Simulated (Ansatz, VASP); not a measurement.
# Cs: VASP beside Ansatz

```xyz
1
Lattice="-2.7807 2.7807 3.2643 2.7807 -2.7807 3.2643 2.7807 2.7807 -3.2643" Properties=species:S:1:pos:R:3 pbc="T T T"
Cs    0.0000    0.0000    0.0000
```

Change from the starting cell: strain -0.080 along x and y, +0.080 along z, atoms carried along.

Alike in both runs: task single point; functional PBE; k mesh 12 × 12 × 12; occupations gaussian, width 0.15 eV; no spin polarisation.

|  | VASP | Ansatz |
| --- | --- | --- |
| version | VASP 6.6.1 | Ansatz 0.2.0 |
| potentials or method | VASP PAW PBE potentials, release 64 (Cs_sv), cutoff 520 eV | scalar-relativistic, plane waves, PAW |
| valence electrons in the cell | 9 | 9 |

|  | VASP | Ansatz | Ansatz less VASP |
| --- | --- | --- | --- |
| gap on the k mesh at the Fermi level (eV) | none | none | - |
| pressure (GPa) | 0.4 | 0.4 | +0.02 |

A gap of «none» marks a metal or a gap that the smearing closes.

Neither program's run includes spin-orbit coupling.
